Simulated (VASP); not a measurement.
# HfH3 (P6_3/mmc) in VASP: further runs

The runs below take HfH3 through single point, with r2SCAN.

Everything below comes from runs of VASP 6.6.1. Logs are shortened: lines on timing, memory, paths and dates and some standing lists are left out, and cuts for length are marked.

## 1. The cell of the first run

It takes space group P6_3/mmc (No. 194, hexagonal). The conventional cell has a = 4.597 Å, b = 4.597 Å, c = 3.190 Å, α = 90.00°, β = 90.00°, γ = 120.00°. Within 2.7 Å of Hf (site symmetry -6m2) lie 12 H at 2.02 to 2.30 Å. H (site symmetry mm2) has 4 Hf at 2.02 to 2.30 Å and 8 H at 2.14 to 2.46 Å within 2.7 Å.

## 2. Single point, r2SCAN (7.30 Å³/atom)

POSCAR reads:

```
HfH3
1.0
    4.5969285523      0.0000000000      0.0000000000
   -2.2984642762      3.9810569057      0.0000000000
    0.0000000000      0.0000000000      3.1904627483
Hf H
2 6
Direct
    0.6666666667      0.3333333333      0.2500000000
    0.3333333333      0.6666666667      0.7500000000
    0.3566373704      0.1783186852      0.7500000000
    0.8216813148      0.1783186852      0.7500000000
    0.8216813148      0.6433626296      0.7500000000
    0.6433626296      0.8216813148      0.2500000000
    0.1783186852      0.8216813148      0.2500000000
    0.1783186852      0.3566373704      0.2500000000
```

INCAR.step1 reads:

```
SYSTEM = HfH3
  PREC = Accurate
  ENCUT = 520
  ISMEAR = 0
  SIGMA = 0.1
  LREAL = .FALSE.
  LASPH = .TRUE.
  NELM = 80
  NBANDS = 23
  GGA = PE
  ALGO = Normal
  EDIFF = 1E-4
  LWAVE = .TRUE.
  LCHARG = .FALSE.
```

INCAR.step2 reads:

```
SYSTEM = HfH3
  PREC = Accurate
  ENCUT = 520
  EDIFF = 1E-7
  ISMEAR = 0
  SIGMA = 0.1
  LREAL = .FALSE.
  LASPH = .TRUE.
  NELM = 80
  ALGO = Normal
  ISIF = 2
  LWAVE = .FALSE.
  LCHARG = .FALSE.
  METAGGA = R2SCAN
  LMIXTAU = .TRUE.
  NBANDS = 23
  ISTART = 1
```

KPOINTS reads:

```
regular mesh
0
G
  9 9 12
  0 0 0
```

Potentials or basis: VASP PAW PBE potentials, release 64 (Hf_pv, H).

On the command line:

```console
$ cat potpaw_PBE.64/Hf_pv/POTCAR potpaw_PBE.64/H/POTCAR > POTCAR
$ cp INCAR.step1 INCAR
$ mpirun -np 1 vasp_std > vasp.out
$ cp INCAR.step2 INCAR
$ mpirun -np 1 vasp_std > vasp.out
```

OUTCAR:

```text
SYSTEM = HfH3
   PREC = Accurate
   ENCUT = 520
   EDIFF = 1E-7
   ISMEAR = 0
   LREAL = .FALSE.
   LASPH = .TRUE.
   NELM = 80
   ISIF = 2
   METAGGA = R2SCAN
   ISTART = 1

 ion  position               nearest neighbor table
   1  0.667  0.333  0.250-   4 2.02   4 2.02   3 2.02   3 2.02   5 2.02   5 2.02   8 2.30   6 2.30
                             7 2.30   7 2.30   8 2.30   6 2.30   2 3.10   2 3.10   2 3.10   2 3.10
   2  0.333  0.667  0.750-   7 2.02   7 2.02   6 2.02   6 2.02   8 2.02   8 2.02   5 2.30   3 2.30
                             4 2.30   4 2.30   5 2.30   3 2.30   1 3.10   1 3.10   1 3.10   1 3.10
   3  0.357  0.178  0.750-   1 2.02   1 2.02   2 2.30   2 2.30
   4  0.822  0.178  0.750-   1 2.02   1 2.02   2 2.30   2 2.30
   5  0.822  0.643  0.750-   1 2.02   1 2.02   2 2.30   2 2.30
   6  0.643  0.822  0.250-   2 2.02   2 2.02   1 2.30   1 2.30
   7  0.178  0.822  0.250-   2 2.02   2 2.02   1 2.30   1 2.30
   8  0.178  0.357  0.250-   2 2.02   2 2.02   1 2.30   1 2.30

  LATTYP: Found a hexagonal cell.
 ALAT       =     4.5969285523
 C/A-ratio  =     0.6940422745

  Lattice vectors:

 A1 = (   4.5969285523,   0.0000000000,   0.0000000000)
 A2 = (  -2.2984642762,   3.9810569057,   0.0000000000)
 A3 = (   0.0000000000,   0.0000000000,   3.1904627483)

Analysis of symmetry for initial positions (statically):
=====================================================================
 Subroutine PRICEL returns:
 Original cell was already a primitive cell.

 Routine SETGRP: Setting up the symmetry group for a
 hexagonal supercell.

 Subroutine GETGRP returns: Found 24 space group operations
 (whereof 12 operations were pure point group operations)
 out of a pool of 24 trial point group operations.

The static configuration has the point symmetry D_3d.
 The point group associated with its full space group is D_6h.

Analysis of symmetry for dynamics (positions and initial velocities):
=====================================================================
 Subroutine PRICEL returns:
 Original cell was already a primitive cell.

 Routine SETGRP: Setting up the symmetry group for a
 hexagonal supercell.

 Subroutine GETGRP returns: Found 24 space group operations
 (whereof 12 operations were pure point group operations)
 out of a pool of 24 trial point group operations.

The dynamic configuration has the point symmetry D_3d.
 The point group associated with its full space group is D_6h.

 Subroutine INISYM returns: Found 24 space group operations
 (whereof 12 operations are pure point group operations),
 and found     1 'primitive' translations

----------------------------------------------------------------------------------------

                                     Primitive cell

  volume of cell :      58.3875

  direct lattice vectors                    reciprocal lattice vectors
     4.596928552  0.000000000  0.000000000     0.217536555  0.125594788  0.000000000
    -2.298464276  3.981056906  0.000000000     0.000000000  0.251189577  0.000000000
     0.000000000  0.000000000  3.190462748     0.000000000  0.000000000  0.313434156

  length of vectors
     4.596928552  4.596928552  3.190462748     0.251189577  0.251189577  0.313434156

  position of ions in fractional coordinates (direct lattice)
     0.666666667  0.333333333  0.250000000
     0.333333333  0.666666667  0.750000000
     0.356637370  0.178318685  0.750000000
     0.821681315  0.178318685  0.750000000
     0.821681315  0.643362630  0.750000000
     0.643362630  0.821681315  0.250000000
     0.178318685  0.821681315  0.250000000
     0.178318685  0.356637370  0.250000000

  ion indices of the primitive-cell ions
   primitive index   ion index
                 1           1
                 2           2
                 3           3
                 4           4
                 5           5
                 6           6
                 7           7
                 8           8

----------------------------------------------------------------------------------------

 KPOINTS: regular mesh

Automatic generation of k-mesh.
 Grid dimensions read from file:
 generate k-points for:    9    9   12

 Generating k-lattice:

  Cartesian coordinates                     Fractional coordinates (reciprocal lattice)
     0.024170728  0.013954976  0.000000000     0.111111111  0.000000000  0.000000000
     0.000000000  0.027909953  0.000000000     0.000000000  0.111111111  0.000000000
     0.000000000  0.000000000  0.026119513     0.000000000  0.000000000  0.083333333

  Length of vectors
     0.027909953  0.027909953  0.026119513

  Shift w.r.t. Gamma in fractional coordinates (k-lattice)
     0.000000000  0.000000000  0.000000000

 Subroutine IBZKPT returns following result:
 ===========================================

 Found     84 irreducible k-points:

 Following reciprocal coordinates:
            Coordinates               Weight
  0.000000  0.000000  0.000000      1.000000
  0.111111  0.000000  0.000000      6.000000
  0.222222  0.000000  0.000000      6.000000
  0.333333  0.000000  0.000000      6.000000
  0.444444  0.000000  0.000000      6.000000
  0.111111  0.111111  0.000000      6.000000
[... 16 lines left out ...]
  0.333333  0.222222  0.083333     24.000000
  0.333333  0.333333  0.083333      4.000000
 [... further k-points ...]
   k-points           NKPTS =     84   k-points in BZ     NKDIM =     84   number of bands    NBANDS=     23
   number of dos      NEDOS =    301   number of ions     NIONS =      8
   total plane-waves  NPLWV =  31104
   dimension x,y,z NGX =    36 NGY =   36 NGZ =   24
   dimension x,y,z NGXF=    72 NGYF=   72 NGZF=   48
   ions per type =               2   6
   NGX,Y,Z   is equivalent  to a cutoff of  13.02, 13.02, 12.51 a.u.
   NGXF,Y,Z  is equivalent  to a cutoff of  26.04, 26.04, 25.01 a.u.
 SYSTEM =  HfH3
   PREC   = accura    normal or accurate (medium, high low for compatibility)
   ISTART =      1    job   : 0-new  1-cont  2-samecut
   ICHARG =      0    charge: 1-file 2-atom 10-const
   ISPIN  =      1    spin polarized calculation?
   LNONCOLLINEAR =      F non collinear calculations
   LSORBIT =      F    spin-orbit coupling
   LASPH  =      T    aspherical Exc in radial PAW
   ENCUT  =  520.0 eV  38.22 Ry    6.18 a.u.   8.55  8.55  5.93*2*pi/ulx,y,z
   NELM   =     80;   NELMIN=  2; NELMDL=  0     # of ELM steps
   EDIFF  = 0.1E-06   stopping-criterion for ELM
   LREAL  =      F    real-space projection
   EDIFFG = 0.1E-05   stopping-criterion for IOM
   NSW    =      0    number of steps for IOM
   IBRION =     -1    ionic relax: 0-MD 1-quasi-New 2-CG
   NFREE  =      0    steps in history (QN), initial steepest desc. (CG)
   ISIF   =      2    stress and relaxation
   ISYM   =      2    0-nonsym 1-usesym 2-fastsym
   POTIM  = 0.5000    time-step for ionic-motion
   TEBEG  =    0.0;   TEEND  =   0.0 temperature during run
   PSTRESS=    0.0 pullay stress
   NELECT =      26.0000    total number of electrons
   NUPDOWN=      -1.0000    fix difference up-down
   EMIN   =  10.00;   EMAX   =-10.00  energy-range for DOS
   EFERMI =   0.00;   METHOD = LEGACY
   ISMEAR =     0;   SIGMA  =   0.10  broadening in eV -4-tet -1-fermi 0-gaus
   EFERMI_NEDOS =   21; number of points for ismear=-14 and -15
   IALGO  =     38    algorithm
   IMIX   =      4    mixing-type and parameters
     AMIX     =   0.40;   BMIX     =  1.00
     AMIX_MAG =   1.60;   BMIX_MAG =  1.00
  volume/ion in A,a.u.               =       7.30        49.25
  Fermi-wavevector in a.u.,A,eV,Ry     =   1.250142  2.362426 21.263933  1.562855
  Thomas-Fermi vector in A             =   2.384150
   LORBIT       =      0    0 simple, 1 ext, 2 COOP (PROOUT), +10 PAW based schemes
   METAGGA = R2SCAN    functional components
   LHFCALC =     F    Hartree Fock is set to
   AEXX    =    0.0000 exact exchange contribution
   IVDW    =     0    specifies the selected vdW correction
   LEPSILON=     F    determine dielectric tensor
   LRPA    =     F    only Hartree local field effects (RPA)
 non-spin polarized calculation
 Gauss-broadening in eV      SIGMA  =   0.10
  energy-cutoff  :      520.00
  volume of cell :       58.39
 maximum number of plane-waves:      1590
 NGX is ok and might be reduce to    36
   NGX = 17   NGY = 17   NGZ = 11

 number of electron      25.9999999 magnetization

 Free energy of the ion-electron system (eV)
  ---------------------------------------------------
  ext. energy  EPLUGINS =         0.00000000
  ---------------------------------------------------
  free energy    TOTEN  =      -112.99512099 eV

  energy without entropy =     -112.98586791  energy(sigma->0) =     -112.99049445

 E-fermi :   5.1466     XC(G=0): -11.9516

 val. band max:        5.1364808961   @ k =   0.3333   0.2222   0.1667
 cond. band min:       5.1591345086   @ k =   0.1111   0.0000   0.0833
 fundamental gap:      0.0226536125
 Fermi energy:         5.1465675393

 k-point     1 :       0.0000    0.0000    0.0000
  band No.  band energies     occupation
      1     -27.5804      2.00000
      2     -27.5804      2.00000
      3     -27.2989      2.00000
      4     -27.0776      2.00000
      5     -27.0776      2.00000
      6     -26.9905      2.00000
[... 15 lines left out ...]
     22      13.4974      0.00000
     23      13.5175      0.00000

 k-point     2 :       0.1111    0.0000    0.0000
  band No.  band energies     occupation
      1     -27.5907      2.00000
      2     -27.5739      2.00000
      3     -27.2908      2.00000
      4     -27.0896      2.00000
      5     -27.0679      2.00000
      6     -26.9988      2.00000
[... 15 lines left out ...]
     22      12.8127      0.00000
     23      13.3730      0.00000

 k-point     3 :       0.2222    0.0000    0.0000
  band No.  band energies     occupation
      1     -27.6151      2.00000
      2     -27.5562      2.00000
      3     -27.2677      2.00000
      4     -27.1211      2.00000
      5     -27.0448      2.00000
      6     -27.0224      2.00000
[... 15 lines left out ...]
     22      11.8037      0.00000
     23      13.3726      0.00000
[... 495 lines left out ...]
 k-point    23 :       0.3333    0.2222    0.0833
  band No.  band energies     occupation
      1     -27.6770      2.00000
      2     -27.4505      2.00000
      3     -27.3063      2.00000
      4     -27.1869      2.00000
      5     -27.1047      2.00000
      6     -26.9888      2.00000
[... 15 lines left out ...]
     22      11.7440      0.00000
     23      13.9772      0.00000

 k-point    24 :       0.3333    0.3333    0.0833
  band No.  band energies     occupation
      1     -27.6882      2.00000
      2     -27.3788      2.00000
      3     -27.3788      2.00000
      4     -27.1454      2.00000
      5     -27.1454      2.00000
      6     -26.9805      2.00000
[... 15 lines left out ...]
     22      10.9538      0.00000
     23      14.9771      0.00000

 [... further k-points ...]
[... 5 lines left out ...]
  --------------------------------------------------------------------------------------
  -------------------------------------------------------------------------------------
  Total        2.3765172      2.3765172      2.3013441     -0.0000000      0.0000000      0.0000000
  in kB       65.2126330     65.2126330     63.1498492     -0.0000000      0.0000000      0.0000000
  external PRESSURE =      64.5250384 kB  Pullay stress =       0.0000000 kB

 VOLUME and BASIS-vectors are now :
 -----------------------------------------------------------------------------
  energy-cutoff  :      520.00
  volume of cell :       58.39
      direct lattice vectors                 reciprocal lattice vectors
     4.596928552  0.000000000  0.000000000     0.217536555  0.125594788  0.000000000
    -2.298464276  3.981056906  0.000000000     0.000000000  0.251189577  0.000000000
     0.000000000  0.000000000  3.190462748     0.000000000  0.000000000  0.313434156

 POSITION                                       TOTAL-FORCE (eV/Angst)
 -----------------------------------------------------------------------------------
      2.29846      1.32702      0.79762         0.000000      0.000000      0.000000
     -0.00000      2.65404      2.39285         0.000000      0.000000      0.000000
      1.22958      0.70990      2.39285         0.009838      0.005680     -0.000000
      3.36735      0.70990      2.39285        -0.009838      0.005680      0.000000
      2.29846      2.56126      2.39285         0.000000     -0.011360      0.000000
      1.06889      3.27116      0.79762        -0.009838     -0.005680      0.000000
     -1.06889      3.27116      0.79762         0.009838     -0.005680     -0.000000
     -0.00000      1.41979      0.79762        -0.000000      0.011360     -0.000000
 -----------------------------------------------------------------------------------
    total drift:                               -0.000000      0.000000      0.000000

  FREE ENERGIE OF THE ION-ELECTRON SYSTEM (eV)
  ---------------------------------------------------
  free  energy   TOTEN  =      -112.9951209907 eV

  energy  without entropy=     -112.9858679128  energy(sigma->0) =     -112.99049445
```

Run time: 4 min. Hardware: 1 thread of Intel Xeon Platinum 8259CL at 2.50GHz (Skylake/Cascade Lake), shared host; peak memory 0.24 GiB.

Results:

* Free energy: -112.9951 eV
* Pressure: 6.5 GPa
* Largest force: 0.011 eV/Å
* Band gap on the k mesh: zero (bands 13 and 14 overlap by 4.29 eV)

Forces in eV/Å, atoms in the order of the input:
```
Hf   0.000  0.000  0.000
Hf   0.000  0.000  0.000
H    0.010  0.006  0.000
H   -0.010  0.006  0.000
H    0.000 -0.011  0.000
H   -0.010 -0.006  0.000
H    0.010 -0.006  0.000
H    0.000  0.011  0.000
```

Levels at points of the mesh, in eV from the Fermi level:
```tsv
k point	band 11	band 12	band 13	band 14	band 15	band 16
(0.00, 0.00, 0.00)	-3.24	-3.24	-0.36	1.04	1.04	3.27
(0.00, 0.00, 0.50)	-6.52	-6.52	3.53	3.53	3.53	3.53
```

Caveat: the cell stands under pressure; the PAW data sets were made with another functional, which shifts forces and pressure a little; spin-orbit coupling is left out, which moves the levels of the heavy elements.

(Part 1 of 3 ends here.)

The gap in the log of VASP goes by the Fermi energy; the results here count the filled bands.